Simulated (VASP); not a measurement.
# LaHg2 (P6/mmm) in VASP: electric field gradients with LDA

Aim: the electric field gradients of LaHg2 with LDA.

Everything below comes from runs of VASP 6.6.1. Logs are shortened: lines on timing, memory, paths and dates and some standing lists are left out, and cuts for length are marked.

### Step 1. The cell of the first run

The structure is hexagonal, space group P6/mmm (No. 191). Conventional cell: a = 5.023 Å, b = 5.023 Å, c = 3.688 Å, α = 90.00°, β = 90.00°, γ = 120.00°. La (site symmetry 6/mmm) has 12 Hg at 3.44 Å and 2 La at 3.69 Å within 4.5 Å. Hg (site symmetry -6m2) has 5 Hg at 2.90 to 3.69 Å and 6 La at 3.44 Å within 3.8 Å.

### Step 2. Electric field gradients, LDA (26.86 Å³/atom)

INCAR reads:

```
SYSTEM = LaHg2
ALGO = Normal ; EDIFF = 1E-8
ENCUT = 410 ; GGA_COMPAT = .False.
ISIF = 2 ; ISMEAR = -1
LASPH = .True. ; LCHARG = .False.
LEFG = .True. ; LMAXMIX = 6
LREAL = .False. ; LWAVE = .False.
NBANDS = 32 ; NELM = 200
PREC = Accurate ; SIGMA = 0.08
```

KPOINTS reads:

```
k-points
0
Gamma
  8 8 9
  0 0 0
```

POSCAR reads:

```
LaHg2
1.0
    5.0232425903      0.0000000000      0.0000000000
   -2.5116212952      4.3502556927      0.0000000000
    0.0000000000      0.0000000000      3.6879002299
La Hg
1 2
Direct
    0.0000000000      0.0000000000      0.0000000000
    0.3333333333      0.6666666667      0.5000000000
    0.6666666667      0.3333333333      0.5000000000
```

Potentials or basis: VASP PAW LDA potentials, release 64 (La, Hg_sv_GW).

Launch:

```
$ cat potpaw_LDA.64/La/POTCAR potpaw_LDA.64/Hg_sv_GW/POTCAR > POTCAR
$ mpirun -np 1 vasp_std > vasp.out
```

OUTCAR:

```text
SYSTEM = LaHg2
   EDIFF = 1E-8
   ENCUT = 410
   ISIF = 2
   ISMEAR = -1
   LASPH = .True.
   LREAL = .False.
   NELM = 200
   PREC = Accurate

 ion  position               nearest neighbor table
   1  0.000  0.000  0.000-   2 3.44   3 3.44   2 3.44   3 3.44   3 3.44   3 3.44   2 3.44   2 3.44
                             3 3.44   3 3.44   2 3.44   2 3.44
   2  0.333  0.667  0.500-   3 2.90   3 2.90   3 2.90   1 3.44   1 3.44   1 3.44   1 3.44   1 3.44
                             1 3.44
   3  0.667  0.333  0.500-   2 2.90   2 2.90   2 2.90   1 3.44   1 3.44   1 3.44   1 3.44   1 3.44
                             1 3.44

  LATTYP: Found a hexagonal cell.
 ALAT       =     5.0232425903
 C/A-ratio  =     0.7341672562

  Lattice vectors:

 A1 = (   5.0232425903,   0.0000000000,   0.0000000000)
 A2 = (  -2.5116212952,   4.3502556927,   0.0000000000)
 A3 = (   0.0000000000,   0.0000000000,   3.6879002299)

Analysis of symmetry for initial positions (statically):
=====================================================================
 Subroutine PRICEL returns:
 Original cell was already a primitive cell.

 Routine SETGRP: Setting up the symmetry group for a
 hexagonal supercell.

 Subroutine GETGRP returns: Found 24 space group operations
 (whereof 24 operations were pure point group operations)
 out of a pool of 24 trial point group operations.

The static configuration has the point symmetry D_6h.

Analysis of symmetry for dynamics (positions and initial velocities):
=====================================================================
 Subroutine PRICEL returns:
 Original cell was already a primitive cell.

 Routine SETGRP: Setting up the symmetry group for a
 hexagonal supercell.

 Subroutine GETGRP returns: Found 24 space group operations
 (whereof 24 operations were pure point group operations)
 out of a pool of 24 trial point group operations.

The dynamic configuration has the point symmetry D_6h.

 Subroutine INISYM returns: Found 24 space group operations
 (whereof 24 operations are pure point group operations),
 and found     1 'primitive' translations

----------------------------------------------------------------------------------------

                                     Primitive cell

  volume of cell :      80.5894

  direct lattice vectors                    reciprocal lattice vectors
     5.023242590  0.000000000  0.000000000     0.199074598  0.114935773  0.000000000
    -2.511621295  4.350255693  0.000000000     0.000000000  0.229871546  0.000000000
     0.000000000  0.000000000  3.687900230     0.000000000  0.000000000  0.271157010

  length of vectors
     5.023242590  5.023242590  3.687900230     0.229871546  0.229871546  0.271157010

  position of ions in fractional coordinates (direct lattice)
     0.000000000  0.000000000  0.000000000
     0.333333333  0.666666667  0.500000000
     0.666666667  0.333333333  0.500000000

  ion indices of the primitive-cell ions
   primitive index   ion index
                 1           1
                 2           2
                 3           3

----------------------------------------------------------------------------------------

 KPOINTS: k-points

Automatic generation of k-mesh.
 Grid dimensions read from file:
 generate k-points for:    8    8    9

 Generating k-lattice:

  Cartesian coordinates                     Fractional coordinates (reciprocal lattice)
     0.024884325  0.014366972  0.000000000     0.125000000  0.000000000  0.000000000
     0.000000000  0.028733943  0.000000000     0.000000000  0.125000000  0.000000000
     0.000000000  0.000000000  0.030128557     0.000000000  0.000000000  0.111111111

  Length of vectors
     0.028733943  0.028733943  0.030128557

  Shift w.r.t. Gamma in fractional coordinates (k-lattice)
     0.000000000  0.000000000  0.000000000

 Subroutine IBZKPT returns following result:
 ===========================================

 Found     50 irreducible k-points:

 Following reciprocal coordinates:
            Coordinates               Weight
  0.000000  0.000000  0.000000      1.000000
  0.125000  0.000000  0.000000      6.000000
  0.250000  0.000000  0.000000      6.000000
  0.375000  0.000000  0.000000      6.000000
  0.500000  0.000000  0.000000      3.000000
  0.125000  0.125000  0.000000      6.000000
[... 16 lines left out ...]
  0.250000  0.000000  0.222222     12.000000
  0.375000  0.000000  0.222222     12.000000
 [... further k-points ...]
   k-points           NKPTS =     50   k-points in BZ     NKDIM =     50   number of bands    NBANDS=     32
   number of dos      NEDOS =    301   number of ions     NIONS =      3
   total plane-waves  NPLWV =  31104
   dimension x,y,z NGX =    36 NGY =   36 NGZ =   24
   dimension x,y,z NGXF=    72 NGYF=   72 NGZF=   48
   ions per type =               1   2
   NGX,Y,Z   is equivalent  to a cutoff of  11.91, 11.91, 10.82 a.u.
   NGXF,Y,Z  is equivalent  to a cutoff of  23.83, 23.83, 21.64 a.u.
 SYSTEM =  LaHg2
   PREC   = accura    normal or accurate (medium, high low for compatibility)
   ISTART =      0    job   : 0-new  1-cont  2-samecut
   ICHARG =      2    charge: 1-file 2-atom 10-const
   ISPIN  =      1    spin polarized calculation?
   LNONCOLLINEAR =      F non collinear calculations
   LSORBIT =      F    spin-orbit coupling
   LASPH  =      T    aspherical Exc in radial PAW
   ENCUT  =  410.0 eV  30.13 Ry    5.49 a.u.   8.29  8.29  6.09*2*pi/ulx,y,z
   NELM   =    200;   NELMIN=  2; NELMDL= -5     # of ELM steps
   EDIFF  = 0.1E-07   stopping-criterion for ELM
   LREAL  =      F    real-space projection
   EDIFFG = 0.1E-06   stopping-criterion for IOM
   NSW    =      0    number of steps for IOM
   IBRION =     -1    ionic relax: 0-MD 1-quasi-New 2-CG
   NFREE  =      0    steps in history (QN), initial steepest desc. (CG)
   ISIF   =      2    stress and relaxation
   ISYM   =      2    0-nonsym 1-usesym 2-fastsym
   POTIM  = 0.5000    time-step for ionic-motion
   TEBEG  =    0.0;   TEEND  =   0.0 temperature during run
   PSTRESS=    0.0 pullay stress
   NELECT =      51.0000    total number of electrons
   NUPDOWN=      -1.0000    fix difference up-down
   EMIN   =  10.00;   EMAX   =-10.00  energy-range for DOS
   EFERMI =   0.00;   METHOD = LEGACY
   ISMEAR =    -1;   SIGMA  =   0.08  broadening in eV -4-tet -1-fermi 0-gaus
   EFERMI_NEDOS =   21; number of points for ismear=-14 and -15
   IALGO  =     38    algorithm
   IMIX   =      4    mixing-type and parameters
     AMIX     =   0.40;   BMIX     =  1.00
     AMIX_MAG =   1.60;   BMIX_MAG =  1.00
  volume/ion in A,a.u.               =      26.86       181.28
  Fermi-wavevector in a.u.,A,eV,Ry     =   1.405526  2.656059 26.878351  1.975503
  Thomas-Fermi vector in A             =   2.527978
   LORBIT       =      0    0 simple, 1 ext, 2 COOP (PROOUT), +10 PAW based schemes
   GGA     = CA    functional components
   LHFCALC =     F    Hartree Fock is set to
   AEXX    =    0.0000 exact exchange contribution
   IVDW    =     0    specifies the selected vdW correction
   LEPSILON=     F    determine dielectric tensor
   LRPA    =     F    only Hartree local field effects (RPA)
 non-spin polarized calculation
  energy-cutoff  :      410.00
  volume of cell :       80.59
 maximum number of plane-waves:      1543
 NGX is ok and might be reduce to    36
   NGX = 17   NGY = 17   NGZ = 13

 number of electron      51.0000003 magnetization

 Free energy of the ion-electron system (eV)
  ---------------------------------------------------
  ext. energy  EPLUGINS =         0.00000000
  ---------------------------------------------------
  free energy    TOTEN  =        -9.26744662 eV

  energy without entropy =       -9.21326015  energy(sigma->0) =       -9.24035338

 E-fermi :   7.2862     XC(G=0): -11.0710

 val. band max:        7.2797854970   @ k =   0.1250   0.0000   0.3333
 cond. band min:       7.2923688190   @ k =   0.2500   0.1250   0.3333
 fundamental gap:      0.0125833220
 Fermi energy:         7.2862170454

 k-point     1 :       0.0000    0.0000    0.0000
  band No.  band energies     occupation
      1    -107.6632      2.00000
      2    -107.6592      2.00000
      3     -56.2976      2.00000
      4     -56.2976      2.00000
      5     -56.2622      2.00000
      6     -56.2536      2.00000
[... 829 lines left out ...]
     31       8.7717      0.00000
     32       8.8113      0.00000

 [... further k-points ...]

------------------------ aborting loop because EDIFF is reached ----------------------------------------

  FORCE on cell =-STRESS in cart. coord.  units (eV):
  Direction    XX          YY          ZZ          XY          YZ          ZX
  --------------------------------------------------------------------------------------
  -------------------------------------------------------------------------------------
  Total       -3.4094581     -3.4094581     -3.3838038      0.0000000      0.0000000      0.0000000
  in kB      -67.7825408    -67.7825408    -67.2725147      0.0000000      0.0000000      0.0000000
  external PRESSURE =     -67.6125321 kB  Pullay stress =       0.0000000 kB

 VOLUME and BASIS-vectors are now :
 -----------------------------------------------------------------------------
  energy-cutoff  :      410.00
  volume of cell :       80.59
      direct lattice vectors                 reciprocal lattice vectors
     5.023242590  0.000000000  0.000000000     0.199074598  0.114935773  0.000000000
    -2.511621295  4.350255693  0.000000000     0.000000000  0.229871546  0.000000000
     0.000000000  0.000000000  3.687900230     0.000000000  0.000000000  0.271157010

 POSITION                                       TOTAL-FORCE (eV/Angst)
 -----------------------------------------------------------------------------------
      0.00000      0.00000      0.00000         0.000000      0.000000     -0.000000
     -0.00000      2.90017      1.84395         0.000000      0.000000      0.000000
      2.51162      1.45009      1.84395        -0.000000      0.000000     -0.000000
 -----------------------------------------------------------------------------------
    total drift:                                0.000000      0.000000     -0.000000

  FREE ENERGIE OF THE ION-ELECTRON SYSTEM (eV)
  ---------------------------------------------------
  free  energy   TOTEN  =        -9.2674466152 eV

  energy  without entropy=       -9.2132601528  energy(sigma->0) =       -9.24035338

 Electric field gradients (V/A^2)
---------------------------------------------------------------------
 ion       V_xx      V_yy      V_zz      V_xy      V_xz      V_yz
---------------------------------------------------------------------
   1     -29.544   -29.544    59.088     0.001    -0.000    -0.000
   2    -141.321  -141.326   282.646    -0.004     0.000    -0.000
   3    -141.321  -141.326   282.646    -0.004     0.000    -0.000
---------------------------------------------------------------------

 Electric field gradients after diagonalization (V/A^2)
 (convention: |V_zz| > |V_xx| > |V_yy|)
----------------------------------------------------------------------
 ion       V_xx      V_yy      V_zz     asymmetry (V_yy - V_xx)/ V_zz
----------------------------------------------------------------------
   1     -29.545   -29.543    59.088       0.000
   2    -141.328  -141.318   282.646       0.000
   3    -141.328  -141.318   282.646       0.000
----------------------------------------------------------------------

           NMR quadrupolar parameters

 Cq : quadrupolar parameter    Cq=e*Q*V_zz/h
 eta: asymmetry parameters     (V_yy - V_xx)/ V_zz
 Q  : nuclear electric quadrupole moment in mb (millibarn)
----------------------------------------------------------------------
 ion       Cq(MHz)       eta       Q (mb)
----------------------------------------------------------------------
   1       0.143       0.000       1.000
   2       0.683       0.000       1.000
   3       0.683       0.000       1.000
----------------------------------------------------------------------
```

Run time: 3 min. Hardware: 1 thread of Intel Xeon Platinum 8375C at 2.90GHz (Ice Lake), shared host; peak memory 0.24 GiB.

What came out:

* Free energy: -9.2674 eV
* Pressure: -6.8 GPa
* Band gap on the k mesh: zero (an odd number of electrons rules out a gap without spin polarisation)
* Largest electric field gradient by atom: La +59.1; Hg +282.6 V/Å²

Levels at points of the mesh, in eV from the Fermi level:
| k point | band 23 | band 24 | band 25 | band 26 | band 27 | band 28 |
| --- | --- | --- | --- | --- | --- | --- |
| (0.00, 0.00, 0.00) | -6.76 | -0.96 | -0.96 | -0.56 | -0.19 | 1.28 |
| (0.50, 0.00, 0.00) | -5.24 | -5.13 | -0.44 | -0.11 | 1.29 | 1.34 |

Electric field gradients, principal values (V/Å²):
```tsv
atom	least	middle	greatest (by size)
1 La	-29.543	-29.545	59.088
2 Hg	-141.318	-141.328	282.646
3 Hg	-141.318	-141.328	282.646
```

Caveat: the cell stands under tension; without QUAD_EFG the Cq values of the log hold for a quadrupole moment of 1 mb, not for the nuclei; spin-orbit coupling is left out, which moves the levels of the heavy elements.
